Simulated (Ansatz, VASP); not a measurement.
## LiCl: VASP beside Ansatz

INCAR

```
SYSTEM = LiCl
PREC = Accurate ; ENCUT = 520
EDIFF = 1E-6 ; ISMEAR = 0
SIGMA = 0.05 ; LREAL = .FALSE.
LASPH = .TRUE. ; NELM = 80
ALGO = Normal ; ISIF = 2
LWAVE = .FALSE. ; LCHARG = .TRUE.
GGA = PE ; LELF = .TRUE.
LVHAR = .TRUE. ; NBANDS = 12
```

The input KPOINTS:

```
regular mesh
0
G
  8 8 8
  0 0 0
```

The input POSCAR:

```
LiCl
1.0
    0.0000000000      2.5647600000      2.4108744000
    2.5647600000      0.0000000000      2.4108744000
    2.5647600000      2.5647600000      0.0000000000
Li Cl
1 1
Direct
    0.0000000000      0.0000000000      0.0000000000
    0.5000000000      0.5000000000      0.5000000000
```

Input for Ansatz:

```yaml
crystal:
  lattice:
    - [0.0, 2.56476, 2.4108744]
    - [2.56476, 0.0, 2.4108744]
    - [2.56476, 2.56476, 0.0]
  atoms:
    - { symbol: Li, position: [0.0, 0.0, 0.0] }
    - { symbol: Cl, position: [0.5, 0.5, 0.5] }
basis:
  ecutwfc: 420
kpoints:
  mp_grid: { grid: [8, 8, 8] }
hamiltonian:
  xc: pbe
scf:
  occupations: { method: gaussian, width: 0.05 }
output:
  forces: true
  stress: true
  eigenvalues: true
```

Change from the starting cell: strain -0.0600 x Voigt [0, 0, 1, 0, 0, 0], atoms carried along.

Alike in both runs: task single point; functional PBE; k mesh 8 × 8 × 8; occupations gaussian, width 0.05 eV; no spin polarisation.

```csv
,VASP,Ansatz
version,VASP 6.6.1,Ansatz 0.2.0
potentials or method,"VASP PAW PBE potentials, release 64 (Li_sv, Cl), cutoff 520 eV","scalar-relativistic, plane waves, PAW"
valence electrons in the cell,10,10
```

```csv
,VASP,Ansatz,Ansatz less VASP
gap on the k mesh at the Fermi level (eV),6.65,6.63,-0.014
least direct gap on the mesh (eV),6.65,6.63,-0.014
```

Noted on VASP's run: the cutoff is short for stress, so the pressure is rough.
